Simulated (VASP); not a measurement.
A run of VASP 6.6.1 is set up as follows.

INCAR

```
SYSTEM = Ca
PREC = Accurate
ENCUT = 520
EDIFF = 1E-6
ISMEAR = 0
SIGMA = 0.1
LREAL = .FALSE.
LASPH = .TRUE.
NELM = 80
ALGO = Fast
ISIF = 2
LWAVE = .FALSE.
LCHARG = .FALSE.
GGA = PE
NBANDS = 11
```

File KPOINTS:

```
regular mesh
0
G
  4 4 4
  0 0 0
```

File POSCAR:

```
Ca
1.0
    3.4886563400      0.0000000000      0.0000000000
    0.0000000000      3.4886563400      0.0000000000
    0.0000000000      0.0000000000      3.4886563400
Ca
1
Direct
    0.0000000000      0.0000000000      0.0000000000
```

Potentials or basis: VASP PAW PBE potentials, release 64 (Ca_sv).

Run with:

```sh
$ cat potpaw_PBE.64/Ca_sv/POTCAR > POTCAR
$ mpirun -np 1 vasp_std > vasp.out
```

**Question.** What does it give for the pressure?

**Answer.** 1.3 GPa.

**Question.** Predict the band gap on the k mesh.

**Answer.** Zero (bands 5 and 6 overlap by 1.19 eV).

Caveat: the k points lie up to 0.45 Å⁻¹ apart, too coarse for converged energies and pressures of a metal.
